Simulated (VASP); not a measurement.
Runs of VASP 6.6.1 on BeH2O2. The structure is that of space group P2_12_12_1 (No. 19), or close to it. The cells are those of the table. 

```csv
cell,gap on the mesh (eV),pressure (GPa),largest force (eV/Å)
"a = 4.518, b = 4.610, c = 7.015 Å, 20 atoms",6.15,0.8,0.32
"a = 4.578, b = 4.671, c = 7.108 Å, 20 atoms",(b),-4.5,0.28
"a = 4.503, b = 4.594, c = 6.991 Å, 20 atoms",(a),(c),0.48
"a = 4.579, b = 4.672, c = 7.038 Å, 20 atoms",5.99,-3.6,0.27
```

Alike in all rows: task electric field gradients; level r2SCAN; potentials or basis VASP PAW PBE potentials, release 64 (Be, H, O); no spin polarisation; k mesh 5 × 5 × 3; cutoff (eV) 520; smearing fermi-dirac 0.02 eV.

Problem. Estimate the missing entries.

Solution. (a) 6.20; (b) 5.97; (c) 2.3.

Caveats: the PAW data sets were made with another functional, which shifts forces and pressure a little; the cell stands under tension (at least some runs).

A k mesh can miss the band edges.
